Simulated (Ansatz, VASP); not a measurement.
## CaSe in VASP and in Ansatz

```xyz
2
Lattice="2.1492 -3.7800 0.0000 2.1492 3.7800 0.0000 0.0000 0.0000 4.2983" Properties=species:S:1:pos:R:3 pbc="T T T"
Ca    0.0000    0.0000    0.0000
Se    2.1492    0.0000    2.1492
```

Alike in both runs: task single point; functional PBE; dispersion D3(BJ); k mesh 6 × 6 × 4; occupations gaussian, width 0.1 eV; no spin polarisation.

|  | VASP | Ansatz |
| --- | --- | --- |
| version | VASP 6.6.1 | Ansatz 0.2.0 |
| potentials or method | VASP PAW PBE potentials, release 64 (Ca_sv, Se), cutoff 520 eV | scalar-relativistic, plane waves, PAW |
| valence electrons in the cell | 16 | 26 |

|  | VASP | Ansatz | Ansatz less VASP |
| --- | --- | --- | --- |
| gap on the k mesh at the Fermi level (eV) | 0.62 | 0.62 | 0.000 |
| least direct gap on the mesh (eV) | 0.74 | 0.74 | +0.001 |
| pressure (GPa) | -6.1 | -6.2 | -0.06 |
| traceless stress, the component that is largest in VASP (GPa) | -4.76 | -4.80 | -0.038 |

VASP's potentials hold 16 valence electrons a cell and Ansatz's 26, so a difference there can come from the potentials and not from the codes.
